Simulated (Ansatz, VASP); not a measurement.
# Two plane-wave programs on Zn4Se3S

File INCAR:

```
SYSTEM = Zn4Se3S
PREC = Accurate
ENCUT = 600
EDIFF = 1E-6
ISMEAR = 0
SIGMA = 0.1
LREAL = .FALSE.
LASPH = .TRUE.
NELM = 80
ALGO = Normal
ISIF = 3
LWAVE = .FALSE.
LCHARG = .FALSE.
GGA = PE
IBRION = 2
NSW = 90
EDIFFG = -0.04
```

KPOINTS

```
regular mesh
0
G
  4 2 4
  0 0 0
```

The input POSCAR:

```
Zn4Se3S
1.0
    3.8940405000      0.0000000000      0.0000000000
    0.0000000000      7.7880810100      0.0000000000
    0.0000000000      0.0000000000      5.5070048900
Zn Se S
4 3 1
Direct
    0.0000000000      0.7500000000      0.0000000000
    0.5000000000      0.5000000000      0.5000000000
    0.0000000000      0.2500000000      0.0000000000
    0.5000000000      0.0000000000      0.5000000000
    0.5000000000      0.7500000000      0.2500000000
    0.5000000000      0.2500000000      0.2500000000
    0.0000000000      0.0000000000      0.7500000000
    0.0000000000      0.5000000000      0.7500000000
```

Input for Ansatz:

```yaml
crystal:
  lattice:
    - [3.8940405, 0.0, 0.0]
    - [0.0, 7.78808101, 0.0]
    - [0.0, 0.0, 5.50700489]
  atoms:
    - { symbol: Zn, position: [0.0, 0.75, 0.0] }
    - { symbol: Zn, position: [0.5, 0.5, 0.5] }
    - { symbol: Zn, position: [0.0, 0.25, 0.0] }
    - { symbol: Zn, position: [0.5, 0.0, 0.5] }
    - { symbol: Se, position: [0.5, 0.75, 0.25] }
    - { symbol: Se, position: [0.5, 0.25, 0.25] }
    - { symbol: Se, position: [0.0, 0.0, 0.75] }
    - { symbol: S, position: [0.0, 0.5, 0.75] }
basis:
  ecutwfc: 420
kpoints:
  mp_grid: { grid: [4, 2, 4] }
hamiltonian:
  xc: pbe
scf:
  occupations: { method: gaussian, width: 0.1 }
  lower_state_search: "off"
output:
  forces: true
  stress: true
  eigenvalues: true
relax:
  adjacent_minimum: "off"
  f_tol: 0.04
  max_steps: 70
  cell: { stress_tol: 0.4 }
```

Alike in both runs: task relaxation of cell and atoms; functional PBE; k mesh 4 × 2 × 4; occupations gaussian, width 0.1 eV; no spin polarisation.

|  | VASP | Ansatz |
| --- | --- | --- |
| version | VASP 6.6.1 | Ansatz 0.2.0 |
| potentials or method | VASP PAW PBE potentials, release 64 (Zn, Se, S), cutoff 600 eV | scalar-relativistic, plane waves, PAW |
| valence electrons in the cell | 72 | 102 |

Ansatz gave:

* gap on the k mesh at the Fermi level, each at its own relaxed structure (eV): 1.28
* relaxed volume (Å³/atom): 22.70
* relaxed length of the cell vector where the two differ most in proportion (Å): 4.017

Problem. Estimate VASP's values.

Solution. gap on the k mesh at the Fermi level, each at its own relaxed structure (eV): 1.28; relaxed volume (Å³/atom): 22.73; relaxed length of the cell vector where the two differ most in proportion (Å): 4.019.

VASP's potentials hold 72 valence electrons a cell and Ansatz's 102, so a difference there can come from the potentials and not from the codes.
